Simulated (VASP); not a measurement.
## Ge3P2: relaxation of cell and atoms with PBE

The system is Ge3P2.

```
Ge P
1.0
     5.49699    0.00000    0.00000
    -2.74850    4.76054    0.00000
     0.00000    0.00000    7.63191
Ge P
3 2
Direct
  0.48961 0.97923 0.50000
  0.02077 0.51039 0.50000
  0.48961 0.51039 0.50000
  0.66667 0.33333 0.27510
  0.66667 0.33333 0.72490
```

The cell was built from a structure type or drawn by symmetry, and may not be a known phase.

| Item | Value |
| --- | --- |
| Program | VASP 6.6.1 |
| Task | relaxation of cell and atoms |
| Functional | PBE |
| Potentials or basis | VASP PAW PBE potentials, release 64 (Ge_d, P) |
| Cutoff | 600 eV |
| k mesh | 6 × 6 × 4 |
| Occupations | gaussian, width 0.02 eV |
| Spin | no spin polarisation |
| Dipole correction | no |
| Further INCAR settings | ALGO = Normal; EDIFF = 1e-06; IBRION = 2; EDIFFG = -0.01; NSW = 100; ISIF = 3 |

```yaml
Relaxed_volume: 41.70 Å³/atom
Relaxed_cell: a = 5.495 Å, b = 5.495 Å, c = 7.973 Å, α = 90.00°, β = 90.00°, γ = 120.00°
Space_group_after_relaxing_to_0.1_Å: P-6m2 (No. 187)
Energy_gained_by_relaxing: 0.7 meV/atom
Ionic_steps: 37
Pressure_after_relaxing: 0.0 GPa
Largest_force_after_relaxing: 0.008 eV/Å
Band_gap_on_the_k_mesh: 0.75 eV (least direct gap 0.92 eV)
```

Forces on the atoms (eV/Å):
```
Ge   0.000 -0.008  0.000
Ge   0.007  0.004  0.000
Ge  -0.007  0.004  0.000
P    0.000  0.000 -0.005
P    0.000  0.000  0.005
```

Step by step:
```
step  energy change (eV)  largest force (eV/Å)  pressure (GPa)  volume (Å³)
   1              0.0000                0.0311           -0.02       199.72
   2             -0.0001                0.0103            0.09       199.56
   3             -0.0001                0.0102            0.04       199.56
   4             -0.0002                0.0389            0.02       199.83
   5             -0.0002                0.0560            0.00       199.99
   6             -0.0003                0.0574           -0.05       200.09
   7             -0.0003                0.0590           -0.06       200.18
   8             -0.0004                0.0625           -0.02       200.37
   9             -0.0006                0.0689           -0.02       200.76
  10             -0.0009                0.0813           -0.06       201.52
  11             -0.0012                0.1055           -0.14       203.05
  12             -0.0014                0.0969           -0.16       203.14
  13             -0.0018                0.0728           -0.09       203.39
  14             -0.0024                0.0230            0.00       203.90
  15             -0.0022                0.0894            0.12       204.92
  16             -0.0025                0.0503            0.02       204.34
  17             -0.0025                0.0434            0.05       204.24
  18             -0.0025                0.0481            0.02       204.29
  19             -0.0025                0.0447            0.04       204.27
  20             -0.0026                0.0409            0.04       204.50
  21             -0.0029                0.0289            0.04       205.18
  22             -0.0032                0.0316            0.06       206.56
  23             -0.0032                0.0370            0.07       207.21
  24             -0.0033                0.0300           -0.01       208.08
  25             -0.0033                0.0254            0.04       207.94
  26             -0.0033                0.0295            0.00       208.05
  27             -0.0034                0.0171           -0.01       208.43
  28             -0.0034                0.0180           -0.02       208.65
  29             -0.0034                0.0184           -0.03       208.75
  30             -0.0034                0.0180           -0.01       208.68
  31             -0.0034                0.0181           -0.05       208.72
  32             -0.0034                0.0180           -0.03       208.70
  33             -0.0034                0.0200            0.02       208.63
  34             -0.0034                0.0129           -0.02       208.65
  35             -0.0034                0.0085            0.06       208.49
  36             -0.0034                0.0125           -0.02       208.54
  37             -0.0034                0.0080            0.02       208.52
```

Final structure:
```
Ge P
1.0
     5.49518    0.00000    0.00000
    -2.74759    4.75897    0.00000
     0.00000    0.00000    7.97342
Ge P
3 2
Direct
  0.48966 0.97932 0.50000
  0.02068 0.51034 0.50000
  0.48966 0.51034 0.50000
  0.66667 0.33333 0.28497
  0.66667 0.33333 0.71503
```

Levels at points of the mesh, in eV from the valence-band top:
| k point | band 22 | band 23 | band 24 | band 25 | band 26 | band 27 | band 28 | band 29 | band 30 | band 31 |
| --- | --- | --- | --- | --- | --- | --- | --- | --- | --- | --- |
| (0.00, 0.00, 0.00) | -2.43 | -2.43 | -2.21 | -2.21 | -1.15 | 1.33 | 2.30 | 2.30 | 2.75 | 4.28 |
| (0.50, 0.00, 0.00) | -3.15 | -2.34 | -0.89 | -0.78 | -0.09 | 1.17 | 1.72 | 2.18 | 2.40 | 3.03 |
| (0.00, 0.00, 0.50) | -2.42 | -2.42 | -2.23 | -2.23 | -1.51 | 1.05 | 2.43 | 2.43 | 3.06 | 4.18 |
| (0.50, 0.00, 0.50) | -3.18 | -2.36 | -1.19 | -0.85 | -0.06 | 1.22 | 1.73 | 2.06 | 2.78 | 3.19 |

Run time: 23 min on 1 thread of Intel(R) Xeon(R) 6975P-C (Granite Rapids) (shared host), peak memory 0.49 GiB.

Caveat: this functional lacks dispersion, which binds the layers, so the pressure and a relaxed spacing across them are unreliable. A k mesh can miss the band edges.
